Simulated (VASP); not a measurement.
Runs of VASP 6.6.1 on Ta3Si3N. The structure is that of space group Pm-3m (No. 221), or close to it. The cells are those of the table. 

| task | spin | cell | k mesh | cutoff (eV) | gap on the mesh (eV) | pressure (GPa) |
| --- | --- | --- | --- | --- | --- | --- |
| single point | collinear, ferromagnetic start | a = 4.917 Å, 7 atoms | 4 × 4 × 4 | 520 | none | -0.1 |
| relaxation of cell and atoms | off | relaxed from a = 4.917 Å, 7 atoms | 8 × 8 × 8 | 600 | none | 0.0 |
| single point | off | a = 4.919 Å, 7 atoms | 8 × 8 × 8 | 520 | none | 0.1 |
| single point | off | a = 4.807 Å, 7 atoms | 4 × 4 × 4 | 520 | none | (a) |

Alike in all rows: level PBE; potentials or basis VASP PAW PBE potentials, release 64 (Ta_pv, Si, N); smearing gaussian 0.1 eV.

Q: Fill in the values left out.

A: (a) 11.6.

Caveats: spin-orbit coupling is left out, which moves the levels of the heavy elements.

A k mesh can miss the band edges, and the runs leave out spin-orbit coupling on Ta.

A gap of «none» marks levels without a gap at the run's occupations.
